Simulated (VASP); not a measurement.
# CrO2 (R-3m) in VASP: notebook, part 3 of 3

VASP 6.6.1.

## 4. Single point, PBE, collinear spin, ferromagnetic start

This run uses another cell than the first one, of 12.28 Å³/atom.

Input file INCAR:

```
SYSTEM = CrO2
PREC = Accurate
ENCUT = 700
EDIFF = 1E-6
ISMEAR = -1
SIGMA = 0.05
LREAL = .False.
LASPH = .True.
NELM = 200
ALGO = Normal
ISIF = 2
LWAVE = .False.
LCHARG = .False.
ISPIN = 2
MAGMOM = 3 0 0
LORBIT = 11
LMAXMIX = 4
GGA = PE
NBANDS = 24
GGA_COMPAT = .False.
```

Input file KPOINTS:

```
Automatic mesh
0
Gamma
  10 10 10
  0 0 0
```

Input file POSCAR:

```
CrO2
1.0
    1.4899679969      0.8602334241      4.7899538005
   -1.4899679969      0.8602334241      4.7899538005
    0.0000000000     -1.7204668482      4.7899538005
Cr O
1 2
Direct
    0.5000000000      0.5000000000      0.5000000000
    0.2309180000      0.2309180000      0.2309180000
    0.7690820000      0.7690820000      0.7690820000
```

Potentials or basis: VASP PAW PBE potentials, release 64 (Cr_sv, O).

Launch:

```sh
cat potpaw_PBE.64/Cr_sv/POTCAR potpaw_PBE.64/O/POTCAR > POTCAR
mpirun -np 1 vasp_std > vasp.out
```

OUTCAR:

```text
SYSTEM = CrO2
   PREC = Accurate
   ENCUT = 700
   EDIFF = 1E-6
   ISMEAR = -1
   LREAL = .False.
   LASPH = .True.
   NELM = 200
   ISIF = 2
   ISPIN = 2
   LORBIT = 11
   GGA = PE

 ion  position               nearest neighbor table
   1  0.500  0.500  0.500-   2 1.95   2 1.95   3 1.95   3 1.95   2 1.95   3 1.95
   2  0.231  0.231  0.231-   1 1.95   1 1.95   1 1.95
   3  0.769  0.769  0.769-   1 1.95   1 1.95   1 1.95

  LATTYP: Found a trigonal (rhomboedric) cell.
 ALAT       =     5.0895641844
 COS(alpha) =     0.8285953163

  Lattice vectors:

 A1 = (   1.4899679969,   0.8602334241,   4.7899538005)
 A2 = (  -1.4899679969,   0.8602334241,   4.7899538005)
 A3 = (   0.0000000000,  -1.7204668482,   4.7899538005)

Analysis of symmetry for initial positions (statically):
=====================================================================
 Subroutine PRICEL returns:
 Original cell was already a primitive cell.

 Routine SETGRP: Setting up the symmetry group for a
 trigonal (rhombohedral) supercell.

 Subroutine GETGRP returns: Found 12 space group operations
 (whereof 12 operations were pure point group operations)
 out of a pool of 12 trial point group operations.

The static configuration has the point symmetry D_3d.

Analysis of symmetry for dynamics (positions and initial velocities):
=====================================================================
 Subroutine PRICEL returns:
 Original cell was already a primitive cell.

 Routine SETGRP: Setting up the symmetry group for a
 trigonal (rhombohedral) supercell.

 Subroutine GETGRP returns: Found 12 space group operations
 (whereof 12 operations were pure point group operations)
 out of a pool of 12 trial point group operations.

The dynamic configuration has the point symmetry D_3d.

Analysis of structural, dynamic, and magnetic symmetry:
=====================================================================
 Subroutine PRICEL returns:
 Original cell was already a primitive cell.

 Routine SETGRP: Setting up the symmetry group for a
 trigonal (rhombohedral) supercell.

 Subroutine GETGRP returns: Found 12 space group operations
 (whereof 12 operations were pure point group operations)
 out of a pool of 12 trial point group operations.

The overall configuration has the point symmetry D_3d.

 Subroutine INISYM returns: Found 12 space group operations
 (whereof 12 operations are pure point group operations),
 and found     1 'primitive' translations

----------------------------------------------------------------------------------------

                                     Primitive cell

  volume of cell :      36.8363

  direct lattice vectors                    reciprocal lattice vectors
     1.489967997  0.860233424  4.789953801     0.335577678  0.193745862  0.069590094
    -1.489967997  0.860233424  4.789953801    -0.335577678  0.193745862  0.069590094
     0.000000000 -1.720466848  4.789953801     0.000000000 -0.387491725  0.069590094

  length of vectors
     5.089564184  5.089564184  5.089564184     0.393691018  0.393691018  0.393691018

  position of ions in fractional coordinates (direct lattice)
     0.500000000  0.500000000  0.500000000
[... 74 lines left out ...]
   ISPIN  =      2    spin polarized calculation?
   LNONCOLLINEAR =      F non collinear calculations
   LSORBIT =      F    spin-orbit coupling
   LASPH  =      T    aspherical Exc in radial PAW
   ENCUT  =  700.0 eV  51.45 Ry    7.17 a.u.  10.98 10.98 10.98*2*pi/ulx,y,z
   NELM   =    200;   NELMIN=  2; NELMDL= -5     # of ELM steps
   EDIFF  = 0.1E-05   stopping-criterion for ELM
   LREAL  =      F    real-space projection
   EDIFFG = 0.1E-04   stopping-criterion for IOM
   NSW    =      0    number of steps for IOM
   IBRION =     -1    ionic relax: 0-MD 1-quasi-New 2-CG
   NFREE  =      0    steps in history (QN), initial steepest desc. (CG)
   ISIF   =      2    stress and relaxation
   ISYM   =      2    0-nonsym 1-usesym 2-fastsym
   POTIM  = 0.5000    time-step for ionic-motion
   TEBEG  =    0.0;   TEEND  =   0.0 temperature during run
   PSTRESS=    0.0 pullay stress
   NELECT =      26.0000    total number of electrons
   NUPDOWN=      -1.0000    fix difference up-down
   EMIN   =  10.00;   EMAX   =-10.00  energy-range for DOS
   EFERMI =   0.00;   METHOD = LEGACY
   ISMEAR =    -1;   SIGMA  =   0.05  broadening in eV -4-tet -1-fermi 0-gaus
   EFERMI_NEDOS =   21; number of points for ismear=-14 and -15
   IALGO  =     38    algorithm
   IMIX   =      4    mixing-type and parameters
     AMIX     =   0.40;   BMIX     =  1.00
     AMIX_MAG =   1.60;   BMIX_MAG =  1.00
  volume/ion in A,a.u.               =      12.28        82.86
  Fermi-wavevector in a.u.,A,eV,Ry     =   1.457608  2.754479 28.907215  2.124620
  Thomas-Fermi vector in A             =   2.574389
   LORBIT       =     11    0 simple, 1 ext, 2 COOP (PROOUT), +10 PAW based schemes
   GGA     = PE    functional components
   LHFCALC =     F    Hartree Fock is set to
   AEXX    =    0.0000 exact exchange contribution
   IVDW    =     0    specifies the selected vdW correction
   LEPSILON=     F    determine dielectric tensor
   LRPA    =     F    only Hartree local field effects (RPA)
 spin polarized calculation
  energy-cutoff  :      700.00
  volume of cell :       36.84
 maximum number of plane-waves:      1571
 NGX is ok and might be reduce to    48
   NGX = 21   NGY = 21   NGZ = 21

 number of electron      25.9999999 magnetization       2.0000408

 Free energy of the ion-electron system (eV)
  ---------------------------------------------------
  ext. energy  EPLUGINS =         0.00000000
  ---------------------------------------------------
  free energy    TOTEN  =       -24.81455212 eV

  energy without entropy =      -24.79964038  energy(sigma->0) =      -24.80709625

 E-fermi :   3.5896     XC(G=0): -10.1284

 val. band max:        3.5789834931   @ k =   0.5000   0.3000   0.2000
 cond. band min:       3.6030796036   @ k =   0.4000   0.3000   0.1000
 fundamental gap:      0.0240961105
 Fermi energy:         3.5896157003

 spin component 1

 k-point     1 :       0.0000    0.0000    0.0000
  band No.  band energies     occupation
      1     -69.7527      1.00000
      2     -41.0369      1.00000
      3     -40.9528      1.00000
      4     -40.9528      1.00000
      5     -15.5259      1.00000
      6     -13.4155      1.00000
[... 637 lines left out ...]
     23      23.2120      0.00000
     24      23.7974      0.00000

 [... further k-points ...]

 spin component 2

 k-point     1 :       0.0000    0.0000    0.0000
  band No.  band energies     occupation
      1     -67.4323      1.00000
      2     -38.7177      1.00000
      3     -38.7177      1.00000
      4     -38.6756      1.00000
      5     -15.5895      1.00000
      6     -13.5498      1.00000
[... 637 lines left out ...]
     23      23.6105      0.00000
     24      24.1698      0.00000

 [... further k-points ...]

------------------------ aborting loop because EDIFF is reached ----------------------------------------

  FORCE on cell =-STRESS in cart. coord.  units (eV):
  Direction    XX          YY          ZZ          XY          YZ          ZX
  --------------------------------------------------------------------------------------
  -------------------------------------------------------------------------------------
  Total       -2.6535829     -2.6535829     -0.6124739      0.0000000     -0.0000000      0.0000000
  in kB     -115.4163725   -115.4163725    -26.6392725      0.0000000     -0.0000000      0.0000000
  external PRESSURE =     -85.8240058 kB  Pullay stress =       0.0000000 kB

 VOLUME and BASIS-vectors are now :
 -----------------------------------------------------------------------------
  energy-cutoff  :      700.00
  volume of cell :       36.84
      direct lattice vectors                 reciprocal lattice vectors
     1.489967997  0.860233424  4.789953801     0.335577678  0.193745862  0.069590094
    -1.489967997  0.860233424  4.789953801    -0.335577678  0.193745862  0.069590094
     0.000000000 -1.720466848  4.789953801     0.000000000 -0.387491725  0.069590094

 POSITION                                       TOTAL-FORCE (eV/Angst)
 -----------------------------------------------------------------------------------
      0.00000      0.00000      7.18493         0.000000      0.000000     -0.000000
      0.00000      0.00000      3.31826         0.000000      0.000000     -0.355529
      0.00000      0.00000     11.05160         0.000000      0.000000      0.355529
 -----------------------------------------------------------------------------------
    total drift:                                0.000000      0.000000      0.000000

  FREE ENERGIE OF THE ION-ELECTRON SYSTEM (eV)
  ---------------------------------------------------
  free  energy   TOTEN  =       -24.8145521235 eV

  energy  without entropy=      -24.7996403819  energy(sigma->0) =      -24.80709625

 total charge

# of ion       s       p       d       tot
------------------------------------------
    1        2.142   6.033   3.372  11.547
    2        1.574   3.407   0.000   4.980
    3        1.574   3.407   0.000   4.980
--------------------------------------------------
tot          5.289  12.847   3.372  21.508

 magnetization (x)

# of ion       s       p       d       tot
------------------------------------------
    1        0.014   0.008   1.971   1.993
    2       -0.001  -0.089   0.000  -0.090
    3       -0.001  -0.089   0.000  -0.090
--------------------------------------------------
tot          0.012  -0.171   1.971   1.812
```

OSZICAR:

```text
N       E                     dE             d eps       ncg     rms          rms(c)
DAV:   1     0.401943199026E+03    0.40194E+03   -0.16212E+04 12192   0.329E+03
DAV:   2    -0.367088884033E+01   -0.40561E+03   -0.38190E+03 13008   0.604E+02
DAV:   3    -0.300323801787E+02   -0.26361E+02   -0.25955E+02 14880   0.147E+02
DAV:   4    -0.325020283032E+02   -0.24696E+01   -0.24497E+01 20136   0.331E+01
DAV:   5    -0.325505004354E+02   -0.48472E-01   -0.48457E-01 13936   0.444E+00    0.270E+01
DAV:   6    -0.312974787804E+02    0.12530E+01   -0.86934E+01 16792   0.111E+02    0.526E+01
DAV:   7    -0.254782439102E+02    0.58192E+01   -0.10596E+02 15848   0.104E+02    0.974E+00
DAV:   8    -0.247879459875E+02    0.69030E+00   -0.28428E+00 16664   0.220E+01    0.384E+00
DAV:   9    -0.248129884188E+02   -0.25042E-01   -0.43066E-01 18376   0.662E+00    0.233E+00
DAV:  10    -0.248117229992E+02    0.12654E-02   -0.46993E-02 18848   0.234E+00    0.114E+00
DAV:  11    -0.248141682550E+02   -0.24453E-02   -0.56320E-03 15808   0.928E-01    0.626E-01
DAV:  12    -0.248148530628E+02   -0.68481E-03   -0.14562E-03 19232   0.528E-01    0.299E-01
DAV:  13    -0.248145878277E+02    0.26524E-03   -0.85043E-04 18184   0.374E-01    0.152E-01
DAV:  14    -0.248145542680E+02    0.33560E-04   -0.41121E-04 16408   0.197E-01    0.502E-02
DAV:  15    -0.248145497927E+02    0.44753E-05   -0.45270E-05 17752   0.588E-02    0.229E-02
DAV:  16    -0.248145522295E+02   -0.24368E-05   -0.35086E-06 12544   0.193E-02    0.931E-03
DAV:  17    -0.248145521235E+02    0.10598E-06   -0.12508E-06 10480   0.109E-02
   1 F= -.24814552E+02 E0= -.24807096E+02  d E =-.149117E-01  mag=     2.0000
```

It took 18 min on 1 thread of Intel Xeon Platinum 8259CL at 2.50GHz (Skylake/Cascade Lake), shared host; peak memory 0.55 GiB.

Results:

```
Free energy                                           : -24.8146 eV
Pressure                                              : -8.6 GPa
Largest force                                         : 0.356 eV/Å
Band gap on the k mesh                                : zero (filled and empty bands overlap)
Net moment                                            : 2.00 μB per cell
Site moments                                          : Cr +1.99; O -0.09 μB
Valence electrons inside the program's atomic spheres : Cr 11.55; O 4.98
```

Forces on the atoms (eV/Å):
```
Cr   0.000  0.000  0.000
O    0.000  0.000 -0.356
O    0.000  0.000  0.356
```

Levels at points of the mesh, in eV from the Fermi level:
Spin up:
```tsv
k point	band 10	band 11	band 12	band 13	band 14	band 15	band 16	band 17	band 18	band 19
(0.00, 0.00, 0.00)	-1.47	-1.47	-1.24	-1.20	-1.20	0.71	3.61	3.61	6.38	9.85
(0.50, 0.00, 0.00)	-3.50	-2.87	-1.98	-0.67	-0.63	-0.03	2.66	3.37	11.27	12.38
(0.50, 0.50, 0.00)	-3.12	-2.93	-1.76	-0.74	-0.63	-0.11	2.78	3.42	10.53	11.72
(0.50, 0.50, 0.50)	-2.22	-1.50	-1.50	-1.20	-1.20	0.77	3.62	3.62	8.30	8.81
```
Spin down:
```csv
k point,band 8,band 9,band 10,band 11,band 12,band 13,band 14,band 15,band 16,band 17
"(0.00, 0.00, 0.00)",-5.00,-5.00,-1.59,-1.59,-1.42,1.24,1.24,2.75,4.54,4.54
"(0.50, 0.00, 0.00)",-4.17,-4.10,-3.12,-2.92,-2.11,1.58,1.98,2.09,3.74,4.33
"(0.50, 0.50, 0.00)",-4.38,-4.06,-2.98,-2.70,-1.90,1.44,1.98,2.09,3.80,4.37
"(0.50, 0.50, 0.50)",-4.99,-4.48,-2.38,-1.62,-1.62,1.24,1.24,2.71,4.56,4.56
```

Caveat: the stress differs along the axes, from -12 to -3 GPa; a cell with one magnetic atom can't hold antiferromagnetic order, which such compounds often take; semilocal functionals often make such compounds metallic where correlation or magnetic order opens a gap, which also shifts bond lengths.

The gap in the log of VASP goes by the Fermi energy; the results here count the filled bands.